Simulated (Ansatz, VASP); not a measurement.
**Sr: VASP beside Ansatz**

```
Sr
1.0
     4.38061    0.00000    0.00000
    -2.19030    3.79372    0.00000
     0.00000    0.00000   14.33615
Sr
4
Direct
  0.00000 0.00000 0.00000
  0.00000 0.00000 0.50000
  0.33333 0.66667 0.25000
  0.66667 0.33333 0.75000
```

Alike in both runs: task single point; functional PBE; k mesh 11 × 11 × 3; occupations fermi-dirac, width 0.1 eV; no spin polarisation.

```csv
,VASP,Ansatz
version,VASP 6.6.1,Ansatz 0.2.0
potentials or method,"VASP PAW PBE potentials, release 64 (Sr_sv), cutoff 520 eV","plane waves (420 eV) with PAW, scalar-relativistic"
valence electrons in the cell,40,40
```

```tsv
	VASP	Ansatz	Ansatz less VASP
pressure (GPa)	-0.8	-0.8	0.00
```
